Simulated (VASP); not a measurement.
Ge2Sb2O, 5 atoms in the cell. Symmetry: I4/mmm, No. 139, tetragonal system. Conventional cell: a = 5.890 Å, b = 5.890 Å, c = 6.506 Å, α = 90.00°, β = 90.00°, γ = 90.00°. Ge (site symmetry 4mm) has 1 O at 1.80 Å within 2.4 Å. Sb (site symmetry -4m2) has 4 Ge at 2.95 Å and 2 Sb at 3.25 Å and 4 O at 3.36 Å within 3.9 Å. Within 2.4 Å of O (site symmetry 4/mmm) lie 2 Ge at 1.80 Å. The cell was generated, and may not be a known phase.

```yaml
Program: VASP 6.6.1
Task: single point
Functional: PBE
Potentials_or_basis: VASP PAW PBE potentials, release 64 (Ge_d, Sb, O)
Cutoff: 600 eV
k_mesh: 6 × 6 × 6
Occupations: gaussian, width 0.1 eV
Spin: no spin polarisation
Dipole_correction: no
Further_INCAR_settings: ALGO = Normal; EDIFF = 1e-06; NBANDS = 30
```

Potentials or basis: VASP PAW PBE potentials, release 64 (Ge_d, Sb, O).

Run with:

```console
$ cat potpaw_PBE.64/Ge_d/POTCAR potpaw_PBE.64/Sb/POTCAR potpaw_PBE.64/O/POTCAR > POTCAR
$ mpirun -np 1 vasp_std > vasp.out
```

Hardware: 1 thread of AMD EPYC 9R45 96-Core Processor (Zen 5) (shared host).

Problem. Estimate the wall time of this run.

Solution. Wall time 92 s on 1 thread of AMD EPYC 9R45 96-Core Processor (Zen 5), on a shared host, peak memory 0.29 GiB. Counts: scf iterations 15, k points 30.
